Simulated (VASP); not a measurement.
Input of a VASP 6.6.1 run:

INCAR

```
SYSTEM = Se
ALGO     = Normal         ! electronic algorithm
EDIFF    = 1E-6           ! SCF threshold, eV
ENCUT    = 520            ! plane-wave cutoff, eV
GGA      = PE             ! functional
ISIF     = 2              ! what is computed and relaxed
ISMEAR   = 0              ! smearing method
LASPH    = .True.         ! aspherical terms in the spheres
LCHARG   = .True.         ! write CHGCAR
LELF     = .True.         ! ELF
LREAL    = .False.        ! projectors in reciprocal space
LVHAR    = .True.       
LWAVE    = .False.        ! write WAVECAR
NBANDS   = 16             ! bands
NELM     = 60             ! most SCF steps
PREC     = Accurate       ! precision mode
SIGMA    = 0.01           ! smearing width, eV
```

KPOINTS

```
k-points
0
Gamma
  6 6 5
  0 0 0
```

Contents of POSCAR:

```
Se
1.0
    4.5048210000      0.0000000000      0.0000000000
   -2.2524100000      3.9012890000      0.0000000000
    0.0000000000      0.0000000000      4.9787960000
Se
3
Direct
    0.2178930000      0.0000000000      0.3333330000
    0.0000000000      0.2178930000      0.6666670000
    0.7821070000      0.7821070000      0.0000000000
```

Potentials or basis: VASP PAW PBE potentials, release 64 (Se).

The run is started by

```console
$ cat potpaw_PBE.64/Se/POTCAR > POTCAR
$ mpirun -np 1 vasp_std > vasp.out
```

(1) Predict the band gap on the k mesh.

(2) Predict the largest force.

Answers

(1) 1.49 eV, indirect (least direct gap 1.55 eV).

(2) 0.319 eV/Å.
